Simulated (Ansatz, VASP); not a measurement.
## C21O: VASP beside Ansatz

```
C O
1.0
     5.03042    0.00000    0.00000
     0.00000    3.55705    0.00000
     0.00000    0.00000   23.82514
C O
21 1
Cartesian
  1.2576 0.0000 4.0000
  3.7728 0.0000 4.0000
  0.0000 0.8893 4.0000
  2.5152 0.8893 4.0000
  0.0000 1.7785 5.2576
  2.5152 1.7785 5.2576
  1.2576 2.6678 5.2576
  3.7728 2.6678 5.2576
  1.2576 0.0085 6.5119
  3.7728 0.0085 6.5119
  0.0000 0.8808 6.5119
  2.5152 0.8808 6.5119
  0.0000 1.8122 7.8044
  2.5152 1.8122 7.8044
  1.2576 2.6341 7.8044
  3.7728 2.6341 7.8044
  1.2576 0.1020 8.8751
  3.7728 0.1020 8.8751
  0.0000 0.7873 8.8751
  2.5152 0.7873 8.8751
  1.8864 2.7698 13.2251
  1.8864 2.7698 12.0751
```

Alike in both runs: task single point; functional PBE; dispersion D3(BJ); k mesh 5 × 8 × 1; occupations gaussian, width 0.05 eV; no spin polarisation.

|  | VASP | Ansatz |
| --- | --- | --- |
| version | VASP 6.6.1 | Ansatz 0.2.0 |
| potentials or method | VASP PAW PBE potentials, release 64 (C, O), cutoff 520 eV | scalar-relativistic, plane waves, PAW |
| valence electrons in the cell | 90 | 90 |

VASP gave:

```
gap on the k mesh at the Fermi level (eV)  : none
rms of the force components (eV/Å)         : 1.138
work function, face that differs most (eV) : 5.65
```

Problem. Estimate Ansatz's values.

Solution. gap on the k mesh at the Fermi level (eV): none; rms of the force components (eV/Å): 1.166; work function, face that differs most (eV): 5.69.

A gap of «none» marks a metal or a gap that the smearing closes.

Noted on VASP's run: the standard files for N, O and F lose accuracy on very short bonds.
